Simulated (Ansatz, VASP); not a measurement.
# One calculation of TePt2, two programs

```
Te Pt
1.0
     5.76742    0.00000    0.00000
     0.00000    5.76742    0.00000
     0.00000    0.00000    5.76742
Te Pt
2 4
Direct
  0.00000 0.00000 0.00000
  0.50000 0.50000 0.50000
  0.25000 0.25000 0.25000
  0.25000 0.75000 0.75000
  0.75000 0.75000 0.25000
  0.75000 0.25000 0.75000
```

Alike in both runs: functional PBE; k mesh 8 × 8 × 8; occupations gaussian, width 0.1 eV; no spin polarisation.

Ansatz relaxed the structure, and its values are those at the end. VASP's run is a single point on that final structure, the one shown.

```csv
,VASP,Ansatz
version,VASP 6.6.1,Ansatz 0.2.0
potentials or method,"VASP PAW PBE potentials, release 64 (Te, Pt), cutoff 500 eV","scalar-relativistic, plane waves, PAW"
valence electrons in the cell,52,104
```

```csv
,VASP,Ansatz,Ansatz less VASP
gap on the k mesh at the Fermi level (eV),none,none,-
pressure (GPa),-0.1,0.0,+0.11
```

A gap of «none» marks a metal or a gap that the smearing closes. VASP's potentials hold 52 valence electrons a cell and Ansatz's 104, so a difference there can come from the potentials and not from the codes.

Spin-orbit coupling is off throughout.
